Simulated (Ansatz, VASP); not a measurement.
# One calculation of C, two programs

```xyz
8
Lattice="2.4717 0.0000 0.0000 -1.2358 2.1405 0.0000 0.0000 0.0000 8.2371" Properties=species:S:1:pos:R:3 pbc="T T T"
C     1.2358    0.7135    6.9501
C     0.0000    1.4270    2.8315
C     1.2358    0.7135    5.4056
C     0.0000    1.4270    1.2870
C     0.0000    0.0000    7.4649
C     0.0000    0.0000    3.3463
C     0.0000    0.0000    4.8908
C     0.0000    0.0000    0.7722
```

Alike in both runs: task relaxation of the atoms; functional PBE; k mesh 10 × 10 × 3; occupations fermi-dirac, width 0.05 eV; no spin polarisation.

```csv
,VASP,Ansatz
version,VASP 6.6.1,Ansatz 0.2.0
potentials or method,"VASP PAW PBE potentials, release 64 (C)",Ansatz PAW
plane-wave cutoff (eV),520,420
valence electrons in the cell,32,32
```

Ansatz gave:

| Quantity | Value |
| --- | --- |
| gap on the k mesh at the Fermi level, each at its own relaxed structure (eV) | 4.73 |

What did VASP give for the same quantities?

gap on the k mesh at the Fermi level, each at its own relaxed structure (eV): 4.72.

Noted on Ansatz's run: Pulay correction over one GPa; odd divisions of the mesh miss points on the zone boundary, where band edges often lie, so the gap on the mesh can be too wide.
